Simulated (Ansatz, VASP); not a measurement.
# MgO: VASP beside Ansatz

Contents of INCAR:

```
  ALGO = Normal
  EDIFF = 1E-6
  ENCUT = 520
  GGA = PS
  ISIF = 2
  ISMEAR = 0
  LASPH = True
  LCHARG = False
  LREAL = False
  LWAVE = False
  NBANDS = 11
  NELM = 60
  PREC = Accurate
  SIGMA = 0.05
```

File KPOINTS:

```
k-points
0
Gamma
  10 10 10
```

The input POSCAR:

```
MgO
1.0
    0.0000000000      2.0549060650      2.0549060650
    2.0549060650      0.0000000000      2.0549060650
    2.0549060650      2.0549060650      0.0000000000
Mg O
1 1
Direct
    0.0252360405      0.0252360405     -0.0252360405
    0.4616624812      0.4616624812      0.5383375188
```

Input for Ansatz:

```yaml
crystal:
  lattice:
    - [0.0, 2.054906065, 2.054906065]
    - [2.054906065, 0.0, 2.054906065]
    - [2.054906065, 2.054906065, 0.0]
  atoms:
    - { symbol: Mg, position: [0.0252360405, 0.0252360405, -0.0252360405] }
    - { symbol: O, position: [0.4616624812, 0.4616624812, 0.5383375188] }
basis:
  ecutwfc: 520.0
kpoints:
  mp_grid: { grid: [10, 10, 10] }
hamiltonian:
  xc: pbesol
  pseudopotentials: { kind: paw, azcp: { folder: soft_1 } }
scf:
  occupations: { method: gaussian, width: 0.05 }
output:
  forces: true
  stress: true
  eigenvalues: true
```

Change from the starting cell: mode 6 frozen in at -0.162 Å, equal normal strain along x, y and z -0.0250.

Alike in both runs: task single point; functional PBEsol; k mesh 10 × 10 × 10; occupations gaussian, width 0.05 eV; no spin polarisation.

```csv
,VASP,Ansatz
version,VASP 6.6.1,Ansatz 0.2.0
potentials or method,"VASP PAW PBE potentials, release 64 (Mg, O), cutoff 520 eV","scalar-relativistic, plane waves, PAW"
valence electrons in the cell,8,16
```

```csv
,VASP,Ansatz,Ansatz less VASP
gap on the k mesh at the Fermi level (eV),5.35,5.35,-0.002
least direct gap on the mesh (eV),5.35,5.35,-0.002
pressure (GPa),23.0,23.1,+0.06
"traceless stress, the component that is largest in VASP (GPa)",24.05,23.33,-0.718
rms of the force components (eV/Å),1.691,1.650,-0.0418
```

VASP's potentials were made for PBE, not for PBEsol, and Ansatz warns of the same on its side. Atom by atom the forces differ by 0.042 eV/Å (rms over components). VASP's potentials hold 8 valence electrons a cell and Ansatz's 16, so a difference there can come from the potentials and not from the codes.
